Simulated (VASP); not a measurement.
A run of VASP 6.6.1 is set up as follows.

File INCAR:

```
ALGO = Normal
EDIFF = 1E-7
ENCUT = 520
GGA = PE
ISIF = 2
ISMEAR = 0
LASPH = T
LCHARG = T
LELF = T
LREAL = F
LVHAR = T
LWAVE = F
NBANDS = 11
NELM = 80
PREC = Accurate
SIGMA = 0.01
```

KPOINTS

```
k-points
0
Gamma
  6 6 6
```

File POSCAR:

```
Si
1.0
    0.0000000000      2.7221197381      2.7221197381
    2.7221197381      0.0000000000      2.7221197381
    2.7221197381      2.7221197381      0.0000000000
Si
2
Direct
    0.2500000000      0.2500000000      0.2500000000
    0.0000000000      0.0000000000      0.0000000000
```

Potentials or basis: VASP PAW PBE potentials, release 64 (Si).

Launch:

```bash
$ cat potpaw_PBE.64/Si/POTCAR > POTCAR
$ mpirun -np 1 vasp_std > vasp.out
```

(1) What does it give for the band gap on the k mesh?

(2) Predict the pressure.

Answers

(1) 0.72 eV, indirect (least direct gap 2.56 eV).

(2) 1.3 GPa.
